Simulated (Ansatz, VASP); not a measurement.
One calculation of BN, two programs

Contents of POSCAR:

```
BN
1.0
    2.5009264718      0.0000000000      0.0000000000
   -1.2504632359      2.1658658576      0.0000000000
    0.0000000000      0.0000000000      6.8742626984
B N
2 2
Direct
    0.3333333333      0.6666666667      0.2500000000
    0.6666666667      0.3333333333      0.7500000000
    0.3333333333      0.6666666667      0.7500000000
    0.6666666667      0.3333333333      0.2500000000
```

INCAR.step1

```
PREC = Accurate
ENCUT = 600
ISMEAR = 0
SIGMA = 0.02
LREAL = False
LASPH = True
NELM = 100
GGA = PE
ALGO = Normal
EDIFF = 1E-4
LWAVE = True
LCHARG = False
```

INCAR.step2

```
PREC = Accurate
ENCUT = 600
EDIFF = 1E-7
ISMEAR = 0
SIGMA = 0.02
LREAL = False
LASPH = True
NELM = 100
ALGO = Normal
ISIF = 3
LWAVE = False
LCHARG = False
METAGGA = R2SCAN
LMIXTAU = True
IBRION = 2
NSW = 100
EDIFFG = -0.005
ISTART = 1
```

File KPOINTS:

```
regular mesh
0
Gamma
  12 12 4
```

Input for Ansatz:

```yaml
crystal:
  lattice:
    - [2.5009264718, 0.0, 0.0]
    - [-1.2504632359, 2.1658658576, 0.0]
    - [0.0, 0.0, 6.8742626984]
  atoms:
    - { symbol: B, position: [0.3333333333, 0.6666666667, 0.25] }
    - { symbol: B, position: [0.6666666667, 0.3333333333, 0.75] }
    - { symbol: "N", position: [0.3333333333, 0.6666666667, 0.75] }
    - { symbol: "N", position: [0.6666666667, 0.3333333333, 0.25] }
basis:
  ecutwfc: 500
kpoints:
  mp_grid: { grid: [12, 12, 4] }
hamiltonian:
  xc: r2scan
scf:
  occupations: { method: gaussian, width: 0.02 }
output:
  forces: true
  stress: true
  eigenvalues: true
relax:
  adjacent_minimum: "off"
  f_tol: 0.005
  max_steps: 80
  cell: { stress_tol: 0.05 }
```

Alike in both runs: task relaxation of cell and atoms; functional r2SCAN; k mesh 12 × 12 × 4; occupations gaussian, width 0.02 eV; no spin polarisation.

|  | VASP | Ansatz |
| --- | --- | --- |
| version | VASP 6.6.1 | Ansatz 0.2.0 |
| potentials or method | VASP PAW PBE potentials, release 64 (B, N), cutoff 600 eV | scalar-relativistic, plane waves, PAW |
| valence electrons in the cell | 16 | 16 |

|  | VASP | Ansatz | Ansatz less VASP |
| --- | --- | --- | --- |
| gap on the k mesh at the Fermi level, each at its own relaxed structure (eV) | 4.92 | 4.89 | -0.033 |
| relaxed volume (Å³/atom) | 9.31 | 9.31 | -0.002 |
| relaxed length of the cell vector where the two differ most in proportion (Å) | 6.867 | 6.874 | +0.0077 |

VASP's potentials were made for PBE, not for r2SCAN.
